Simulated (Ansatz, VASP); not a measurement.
# Si in VASP and in Ansatz

The input INCAR:

```
PREC = Accurate
ENCUT = 520
EDIFF = 1E-8
ISMEAR = -1
SIGMA = 0.05
LREAL = F
LASPH = T
NELM = 60
ALGO = Normal
ISIF = 2
LWAVE = F
LCHARG = F
GGA = PE
LEFG = T
NBANDS = 11
```

File KPOINTS:

```
regular mesh
0
Gamma
  4 4 4
```

POSCAR

```
Si
1.0
    0.0000000000      2.7349159646      2.7349159646
    2.7349159646      0.0000000000      2.7349159646
    2.7349159646      2.7349159646      0.0000000000
Si
2
Direct
    0.0000000000      0.0000000000      0.0000000000
    0.2500000000      0.2500000000      0.2500000000
```

Input for Ansatz:

```yaml
crystal:
  lattice:
    - [0.0, 2.7349159646, 2.7349159646]
    - [2.7349159646, 0.0, 2.7349159646]
    - [2.7349159646, 2.7349159646, 0.0]
  atoms:
    - { symbol: Si, position: [0.0, 0.0, 0.0] }
    - { symbol: Si, position: [0.25, 0.25, 0.25] }
kpoints:
  mp_grid: { grid: [4, 4, 4] }
scf:
  occupations: { method: fermi_dirac, width: 0.05 }
hamiltonian:
  xc: pbe
  pseudopotentials: { kind: paw }
output:
  forces: true
  stress: true
  eigenvalues: true
  efg: { contact_densities: true }
```

Alike in both runs: task electric field gradients; functional PBE; k mesh 4 × 4 × 4; occupations fermi-dirac, width 0.05 eV; no spin polarisation.

|  | VASP | Ansatz |
| --- | --- | --- |
| version | VASP 6.6.1 | Ansatz 0.2.0 |
| potentials or method | VASP PAW PBE potentials, release 64 (Si) | PAW with Ansatz's default frozen-core files, scalar-relativistic |
| plane-wave cutoff (eV) | 520 | 420 |
| valence electrons in the cell | 8 | 8 |

|  | VASP | Ansatz | Ansatz less VASP |
| --- | --- | --- | --- |
| pressure (GPa) | 0.5 | 0.6 | +0.08 |

The functional is the same, so the differences come from potentials, cutoffs and numerics.

The k mesh is coarse, so the values compare programs but aren't converged.
